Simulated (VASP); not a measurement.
Here is a VASP 6.6.1 calculation.

File INCAR:

```
SYSTEM = MgCd3Se4
PREC = Accurate ; ENCUT = 520
EDIFF = 1E-7 ; ISMEAR = 0
SIGMA = 0.1 ; LREAL = .FALSE.
LASPH = .TRUE. ; NELM = 100
ALGO = Normal ; ISIF = 2
LWAVE = .FALSE. ; LCHARG = .TRUE.
GGA = PE ; LELF = .TRUE.
LVHAR = .TRUE. ; NBANDS = 41
```

KPOINTS

```
Automatic mesh
0
G
  4 4 2
  0 0 0
```

File POSCAR:

```
MgCd3Se4
1.0
    4.1490593600      0.0000000000      0.0000000000
    0.0000000000      4.1490593600      0.0000000000
    0.0000000000      0.0000000000     11.7353120400
Mg Cd Se
1 3 4
Direct
    0.5000000000      0.5000000000      0.0000000000
    0.0000000000      0.0000000000      0.7500000000
    0.0000000000      0.0000000000      0.2500000000
    0.5000000000      0.5000000000      0.5000000000
    0.0000000000      0.0000000000      0.0000000000
    0.5000000000      0.5000000000      0.2500000000
    0.0000000000      0.0000000000      0.5000000000
    0.5000000000      0.5000000000      0.7500000000
```

Potentials or basis: VASP PAW PBE potentials, release 64 (Mg, Cd, Se).

The run is started by

```console
$ cat potpaw_PBE.64/Mg/POTCAR potpaw_PBE.64/Cd/POTCAR potpaw_PBE.64/Se/POTCAR > POTCAR
$ mpirun -np 1 vasp_std > vasp.out
```

**Question.** Predict the band gap on the k mesh.

**Answer.** Zero (band 31 reaches 1.75 eV, above the bottom of band 32 at 1.37 eV).

**Question.** Predict the pressure.

**Answer.** -4.2 GPa.

**Question.** Estimate the largest force.

**Answer.** 0.181 eV/Å.

Stress tensor (GPa, compression positive):
```
-4.03  0.00  0.00
 0.00 -4.03  0.00
 0.00  0.00 -4.53
```

Caveat: the k points lie up to 0.38 Å⁻¹ apart.
